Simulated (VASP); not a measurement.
# PbS (Fm-3m) in VASP: single point with r2SCAN

Aim: the single point of PbS with r2SCAN.

Everything below comes from runs of VASP 6.6.1. Logs are shortened: lines on timing, memory, paths and dates and some standing lists are left out, and cuts for length are marked.

### 1 The cell of the first run

It takes space group Fm-3m (No. 225, cubic). The conventional cell has a = 5.930 Å, b = 5.930 Å, c = 5.930 Å, α = 90.00°, β = 90.00°, γ = 90.00°. Pb (site symmetry m-3m) has 6 S at 2.96 Å within 3.9 Å. Within 3.9 Å of S (site symmetry m-3m) lie 6 Pb at 2.96 Å.

### 2 Single point, r2SCAN

Input file POSCAR:

```
PbS
1.0
    0.0000000000      2.9650000000      2.9650000000
    2.9650000000      0.0000000000      2.9650000000
    2.9650000000      2.9650000000      0.0000000000
Pb S
1 1
Direct
    0.0000000000      0.0000000000      0.0000000000
    0.5000000000      0.5000000000      0.5000000000
```

Input file INCAR.step1:

```
SYSTEM = PbS
PREC = Accurate
ENCUT = 520
ISMEAR = 0
SIGMA = 0.05
LREAL = .False.
LASPH = .True.
NELM = 100
NBANDS = 17
GGA = PE
ALGO = Normal
EDIFF = 1E-4
LWAVE = .True.
LCHARG = .False.
```

Input file INCAR.step2:

```
SYSTEM = PbS
PREC = Accurate
ENCUT = 520
EDIFF = 1E-7
ISMEAR = 0
SIGMA = 0.05
LREAL = .False.
LASPH = .True.
NELM = 100
ALGO = Normal
ISIF = 2
LWAVE = .False.
LCHARG = .True.
METAGGA = R2SCAN
LMIXTAU = .True.
LELF = .True.
LVHAR = .True.
NBANDS = 17
ISTART = 1
```

Input file KPOINTS:

```
regular mesh
0
Gamma
  8 8 8
  0 0 0
```

Potentials or basis: VASP PAW PBE potentials, release 64 (Pb_d, S).

The run is started by

```console
$ cat potpaw_PBE.64/Pb_d/POTCAR potpaw_PBE.64/S/POTCAR > POTCAR
$ cp INCAR.step1 INCAR
$ mpirun -np 1 vasp_std > vasp.out
$ cp INCAR.step2 INCAR
$ mpirun -np 1 vasp_std > vasp.out
```

OUTCAR:

```text
SYSTEM = PbS
   PREC = Accurate
   ENCUT = 520
   EDIFF = 1E-7
   ISMEAR = 0
   LREAL = .False.
   LASPH = .True.
   NELM = 100
   ISIF = 2
   METAGGA = R2SCAN
   ISTART = 1

 ion  position               nearest neighbor table
   1  0.000  0.000  0.000-   2 2.96   2 2.96   2 2.96   2 2.96   2 2.96   2 2.96
   2  0.500  0.500  0.500-   1 2.96   1 2.96   1 2.96   1 2.96   1 2.96   1 2.96

  LATTYP: Found a face centered cubic cell.
 ALAT       =     5.9300000000

  Lattice vectors:

 A1 = (   0.0000000000,   2.9650000000,   2.9650000000)
 A2 = (   2.9650000000,   0.0000000000,   2.9650000000)
 A3 = (   2.9650000000,   2.9650000000,   0.0000000000)

Analysis of symmetry for initial positions (statically):
=====================================================================
 Subroutine PRICEL returns:
 Original cell was already a primitive cell.

 Routine SETGRP: Setting up the symmetry group for a
 face centered cubic supercell.

 Subroutine GETGRP returns: Found 48 space group operations
 (whereof 48 operations were pure point group operations)
 out of a pool of 48 trial point group operations.

The static configuration has the point symmetry O_h .

Analysis of symmetry for dynamics (positions and initial velocities):
=====================================================================
 Subroutine PRICEL returns:
 Original cell was already a primitive cell.

 Routine SETGRP: Setting up the symmetry group for a
 face centered cubic supercell.

 Subroutine GETGRP returns: Found 48 space group operations
 (whereof 48 operations were pure point group operations)
 out of a pool of 48 trial point group operations.

The dynamic configuration has the point symmetry O_h .

 Subroutine INISYM returns: Found 48 space group operations
 (whereof 48 operations are pure point group operations),
 and found     1 'primitive' translations

----------------------------------------------------------------------------------------

                                     Primitive cell

  volume of cell :      52.1320

  direct lattice vectors                    reciprocal lattice vectors
     0.000000000  2.965000000  2.965000000    -0.168634064  0.168634064  0.168634064
     2.965000000  0.000000000  2.965000000     0.168634064 -0.168634064  0.168634064
     2.965000000  2.965000000  0.000000000     0.168634064  0.168634064 -0.168634064

  length of vectors
     4.193143212  4.193143212  4.193143212     0.292082767  0.292082767  0.292082767

  position of ions in fractional coordinates (direct lattice)
     0.000000000  0.000000000  0.000000000
     0.500000000  0.500000000  0.500000000

  ion indices of the primitive-cell ions
   primitive index   ion index
                 1           1
                 2           2

----------------------------------------------------------------------------------------

 KPOINTS: regular mesh

Automatic generation of k-mesh.
 Grid dimensions read from file:
 generate k-points for:    8    8    8

 Generating k-lattice:

  Cartesian coordinates                     Fractional coordinates (reciprocal lattice)
    -0.021079258  0.021079258  0.021079258     0.125000000  0.000000000  0.000000000
     0.021079258 -0.021079258  0.021079258     0.000000000  0.125000000  0.000000000
     0.021079258  0.021079258 -0.021079258     0.000000000  0.000000000  0.125000000

  Length of vectors
     0.036510346  0.036510346  0.036510346

  Shift w.r.t. Gamma in fractional coordinates (k-lattice)
     0.000000000  0.000000000  0.000000000

 Subroutine IBZKPT returns following result:
 ===========================================

 Found     29 irreducible k-points:

 Following reciprocal coordinates:
            Coordinates               Weight
  0.000000  0.000000  0.000000      1.000000
  0.125000  0.000000  0.000000      8.000000
  0.250000  0.000000  0.000000      8.000000
  0.375000  0.000000  0.000000      8.000000
  0.500000  0.000000  0.000000      4.000000
  0.125000  0.125000  0.000000      6.000000
[... 16 lines left out ...]
  0.500000  0.250000  0.125000     48.000000
 -0.375000  0.250000  0.125000     24.000000
 [... further k-points ...]
   k-points           NKPTS =     29   k-points in BZ     NKDIM =     29   number of bands    NBANDS=     17
   number of dos      NEDOS =    301   number of ions     NIONS =      2
   total plane-waves  NPLWV =  32768
   dimension x,y,z NGX =    32 NGY =   32 NGZ =   32
   dimension x,y,z NGXF=    64 NGYF=   64 NGZF=   64
   ions per type =               1   1
   NGX,Y,Z   is equivalent  to a cutoff of  12.69, 12.69, 12.69 a.u.
   NGXF,Y,Z  is equivalent  to a cutoff of  25.37, 25.37, 25.37 a.u.
 SYSTEM =  PbS
   PREC   = accura    normal or accurate (medium, high low for compatibility)
   ISTART =      1    job   : 0-new  1-cont  2-samecut
   ICHARG =      0    charge: 1-file 2-atom 10-const
   ISPIN  =      1    spin polarized calculation?
   LNONCOLLINEAR =      F non collinear calculations
   LSORBIT =      F    spin-orbit coupling
   LASPH  =      T    aspherical Exc in radial PAW
   ENCUT  =  520.0 eV  38.22 Ry    6.18 a.u.   7.80  7.80  7.80*2*pi/ulx,y,z
   NELM   =    100;   NELMIN=  2; NELMDL=  0     # of ELM steps
   EDIFF  = 0.1E-06   stopping-criterion for ELM
   LREAL  =      F    real-space projection
   EDIFFG = 0.1E-05   stopping-criterion for IOM
   NSW    =      0    number of steps for IOM
   IBRION =     -1    ionic relax: 0-MD 1-quasi-New 2-CG
   NFREE  =      0    steps in history (QN), initial steepest desc. (CG)
   ISIF   =      2    stress and relaxation
   ISYM   =      2    0-nonsym 1-usesym 2-fastsym
   POTIM  = 0.5000    time-step for ionic-motion
   TEBEG  =    0.0;   TEEND  =   0.0 temperature during run
   PSTRESS=    0.0 pullay stress
   NELECT =      20.0000    total number of electrons
   NUPDOWN=      -1.0000    fix difference up-down
   EMIN   =  10.00;   EMAX   =-10.00  energy-range for DOS
   EFERMI =   0.00;   METHOD = LEGACY
   ISMEAR =     0;   SIGMA  =   0.05  broadening in eV -4-tet -1-fermi 0-gaus
   EFERMI_NEDOS =   21; number of points for ismear=-14 and -15
   IALGO  =     38    algorithm
   IMIX   =      4    mixing-type and parameters
     AMIX     =   0.40;   BMIX     =  1.00
     AMIX_MAG =   1.60;   BMIX_MAG =  1.00
  volume/ion in A,a.u.               =      26.07       175.90
  Fermi-wavevector in a.u.,A,eV,Ry     =   1.189552  2.247928 19.252709  1.415034
  Thomas-Fermi vector in A             =   2.325657
   LORBIT       =      0    0 simple, 1 ext, 2 COOP (PROOUT), +10 PAW based schemes
   METAGGA = R2SCAN    functional components
   LHFCALC =     F    Hartree Fock is set to
   AEXX    =    0.0000 exact exchange contribution
   IVDW    =     0    specifies the selected vdW correction
   LEPSILON=     F    determine dielectric tensor
   LRPA    =     F    only Hartree local field effects (RPA)
 non-spin polarized calculation
 Gauss-broadening in eV      SIGMA  =   0.05
  energy-cutoff  :      520.00
  volume of cell :       52.13
 maximum number of plane-waves:      1424
   NGX = 15   NGY = 15   NGZ = 15

 number of electron      19.9999998 magnetization

 Free energy of the ion-electron system (eV)
  ---------------------------------------------------
  ext. energy  EPLUGINS =         0.00000000
  ---------------------------------------------------
  free energy    TOTEN  =       -65.60693727 eV

  energy without entropy =      -65.60693727  energy(sigma->0) =      -65.60693727

 E-fermi :   5.9302     XC(G=0): -10.2592

 val. band max:        5.7211927056   @ k =   0.5000   0.0000   0.0000
 cond. band min:       6.3391997141   @ k =   0.5000   0.0000   0.0000
 fundamental gap:      0.6180070086
 Fermi energy:         5.9301824880

 k-point     1 :       0.0000    0.0000    0.0000
  band No.  band energies     occupation
      1     -11.7407      2.00000
      2     -11.7407      2.00000
      3     -11.7407      2.00000
      4     -11.7249      2.00000
      5     -11.7249      2.00000
      6      -8.5103      2.00000
[... 9 lines left out ...]
     16      12.8465      0.00000
     17      14.7735      0.00000

 k-point     2 :       0.1250    0.0000    0.0000
  band No.  band energies     occupation
      1     -11.7400      2.00000
      2     -11.7380      2.00000
      3     -11.7380      2.00000
      4     -11.7258      2.00000
      5     -11.7258      2.00000
      6      -8.3742      2.00000
[... 9 lines left out ...]
     16      13.2294      0.00000
     17      16.0391      0.00000

 k-point     3 :       0.2500    0.0000    0.0000
  band No.  band energies     occupation
      1     -11.7455      2.00000
      2     -11.7455      2.00000
      3     -11.7386      2.00000
      4     -11.7140      2.00000
      5     -11.7140      2.00000
      6      -7.9977      2.00000
[... 9 lines left out ...]
     16      14.1100      0.00000
     17      18.1696      0.00000

 k-point     4 :       0.3750    0.0000    0.0000
  band No.  band energies     occupation
      1     -11.7565      2.00000
      2     -11.7565      2.00000
      3     -11.7379      2.00000
      4     -11.6984      2.00000
      5     -11.6984      2.00000
      6      -7.5135      2.00000
[... 9 lines left out ...]
     16      15.3755      0.00000
     17      18.0839      0.00000
[... 343 lines left out ...]
      1     -11.7794      2.00000
      2     -11.7443      2.00000
      3     -11.7321      2.00000
      4     -11.7117      2.00000
      5     -11.7026      2.00000
      6      -7.6671      2.00000
[... 9 lines left out ...]
     16      16.1295      0.00000
     17      16.4158      0.00000

 k-point    23 :       0.5000    0.2500    0.1250
  band No.  band energies     occupation
      1     -11.7969      2.00000
      2     -11.7405      2.00000
      3     -11.7340      2.00000
      4     -11.7069      2.00000
      5     -11.6955      2.00000
      6      -7.2331      2.00000
[... 9 lines left out ...]
     16      16.5156      0.00000
     17      17.6132      0.00000

 k-point    24 :      -0.3750    0.2500    0.1250
  band No.  band energies     occupation
      1     -11.8032      2.00000
      2     -11.7441      2.00000
      3     -11.7252      2.00000
      4     -11.7119      2.00000
      5     -11.6907      2.00000
      6      -7.0159      2.00000
[... 9 lines left out ...]
     16      17.1471      0.00000
     17      17.5253      0.00000

 [... further k-points ...]

------------------------ aborting loop because EDIFF is reached ----------------------------------------

  FORCE on cell =-STRESS in cart. coord.  units (eV):
  Direction    XX          YY          ZZ          XY          YZ          ZX
  --------------------------------------------------------------------------------------
  -------------------------------------------------------------------------------------
  Total        0.4363879      0.4363879      0.4363879     -0.0000000      0.0000000      0.0000000
  in kB       13.4115555     13.4115555     13.4115555     -0.0000000      0.0000000      0.0000000
  external PRESSURE =      13.4115555 kB  Pullay stress =       0.0000000 kB

 VOLUME and BASIS-vectors are now :
 -----------------------------------------------------------------------------
  energy-cutoff  :      520.00
  volume of cell :       52.13
      direct lattice vectors                 reciprocal lattice vectors
     0.000000000  2.965000000  2.965000000    -0.168634064  0.168634064  0.168634064
     2.965000000  0.000000000  2.965000000     0.168634064 -0.168634064  0.168634064
     2.965000000  2.965000000  0.000000000     0.168634064  0.168634064 -0.168634064

 POSITION                                       TOTAL-FORCE (eV/Angst)
 -----------------------------------------------------------------------------------
      0.00000      0.00000      0.00000         0.000000      0.000000     -0.000000
      2.96500      2.96500      2.96500         0.000000      0.000000      0.000000
 -----------------------------------------------------------------------------------
    total drift:                                0.000000     -0.000000     -0.000000

  FREE ENERGIE OF THE ION-ELECTRON SYSTEM (eV)
  ---------------------------------------------------
  free  energy   TOTEN  =       -65.6069372726 eV

  energy  without entropy=      -65.6069372726  energy(sigma->0) =      -65.60693727
```

Run time: 41 s. Hardware: 1 thread of Intel Xeon 6975P-C (Granite Rapids), shared host; peak memory 0.19 GiB.

What came out:

```yaml
Free_energy: -65.6069 eV
Pressure: 1.3 GPa
Band_gap_on_the_k_mesh: 0.62 eV, direct
```

Caveat: the PAW data sets were made with another functional, which shifts forces and pressure a little; spin-orbit coupling is left out, which moves the levels of the heavy elements.
